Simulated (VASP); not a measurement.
A run of VASP 6.6.1:

INCAR

```
SYSTEM = BeH4
ALGO = Normal
EDIFF = 1E-7
EDIFFG = -0.04
ENCUT = 1230
GGA = PE
GGA_COMPAT = .FALSE.
IBRION = 2
ISIF = 3
ISMEAR = 0
LASPH = .TRUE.
LCHARG = .FALSE.
LREAL = .FALSE.
LWAVE = .FALSE.
NELM = 120
NELMIN = 4
NSW = 90
PREC = Accurate
SIGMA = 0.1
```

The input KPOINTS:

```
k-points
0
G
  6 6 6
  0 0 0
```

The input POSCAR:

```
BeH4
1.0
   -2.2280251600      2.2280251600      2.2280251600
    2.2280251600     -2.2280251600      2.2280251600
    2.2280251600      2.2280251600     -2.2280251600
Be H
1 4
Direct
    0.0000000000      0.0000000000      0.0000000000
    0.4893361800      0.4893361800      0.4893361800
    0.0000000000      0.0000000000      0.5106638200
    0.0000000000      0.5106638200      0.0000000000
    0.5106638200      0.0000000000      0.0000000000
```

Potentials or basis: VASP PAW PBE potentials, release 64 (Be, H_h).

Launch:

```bash
$ cat potpaw_PBE.64/Be/POTCAR potpaw_PBE.64/H_h/POTCAR > POTCAR
$ mpirun -np 1 vasp_std > vasp.out
```

Hardware: 1 thread of AMD EPYC 9R45 96-Core Processor (Zen 5), with other jobs on the host.

Question: Estimate the wall time of this run.

Answer: It took 57 s on 1 thread of AMD EPYC 9R45 96-Core Processor (Zen 5), with other jobs on the host, peak memory 0.32 GiB. Counts: scf iterations 58, k points 16, ion steps 9.
